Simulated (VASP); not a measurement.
A run of VASP 6.6.1 is set up as follows.

INCAR

```
PREC     = Accurate       # precision mode
ENCUT    = 520            # plane-wave cutoff, eV
EDIFF    = 1E-6           # SCF threshold, eV
ISMEAR   = -1             # smearing method
SIGMA    = 0.1            # smearing width, eV
LREAL    = False          # projectors in reciprocal space
LASPH    = True           # aspherical terms in the spheres
NELM     = 80             # most SCF steps
ALGO     = Normal         # electronic algorithm
ISIF     = 2              # what is computed and relaxed
LWAVE    = False          # write WAVECAR
LCHARG   = True           # write CHGCAR
GGA      = PS             # functional
LELF     = True           # ELF
LVHAR    = True         
NBANDS   = 13             # bands
```

The input KPOINTS:

```
Automatic mesh
0
Gamma
  7 7 7
```

The input POSCAR:

```
Pb
1.0
    3.5220000000      0.0000000000      0.0000000000
    0.0000000000      3.5220000000      0.0000000000
    0.0000000000      0.0000000000      3.5220000000
Pb
1
Direct
    0.0000000000      0.0000000000      0.0000000000
```

Potentials or basis: VASP PAW PBE potentials, release 64 (Pb_d).

Launch:

```bash
$ cat potpaw_PBE.64/Pb_d/POTCAR > POTCAR
$ mpirun -np 1 vasp_std > vasp.out
```

Q: Estimate the band gap on the k mesh.

A: Zero (band 7 reaches 7.43 eV, above the bottom of band 8 at 2.35 eV).

Q: Estimate the pressure.

A: -6.2 GPa.

Caveat: the PAW data sets were made with another functional, which shifts forces and pressure a little; spin-orbit coupling is left out, which moves the levels of the heavy elements.
